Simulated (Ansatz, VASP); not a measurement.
# Two plane-wave programs on AlN

```
CELL_PARAMETERS angstrom
0.00000 1.97800 1.99778
1.97800 0.00000 1.99778
1.97800 1.97800 0.00000
ATOMIC_POSITIONS crystal
Al 0.00000 0.00000 0.00000
N 0.50000 0.50000 0.50000
```

Change from the starting cell: zz strain of +1 %, PAW files.

Alike in both runs: task electric field gradients; functional LDA; k mesh 10 × 10 × 10; occupations fermi-dirac, width 0.02 eV; no spin polarisation.

|  | VASP | Ansatz |
| --- | --- | --- |
| version | VASP 6.6.1 | Ansatz 0.2.0 |
| potentials or method | VASP PAW LDA potentials, release 64 (Al, N) | PAW with Ansatz's default frozen-core files, scalar-relativistic |
| plane-wave cutoff (eV) | 520 | 420 |
| valence electrons in the cell | 8 | 8 |

Ansatz gave:

| Quantity | Value |
| --- | --- |
| gap on the k mesh at the Fermi level (eV) | 4.94 |
| pressure (GPa) | 9.3 |
| traceless stress, the component that is largest in VASP (GPa) | -2.41 |
| size of Vzz on the site where it differs most (V/Å²) | 3.8 |

Problem. Estimate VASP's values.

Solution. gap on the k mesh at the Fermi level (eV): 4.93; pressure (GPa): 10.1; traceless stress, the component that is largest in VASP (GPa): -2.48; size of Vzz on the site where it differs most (V/Å²): 4.1.

LDA's correlation is that of Perdew and Zunger in VASP and of Perdew and Wang (1992) in Ansatz.
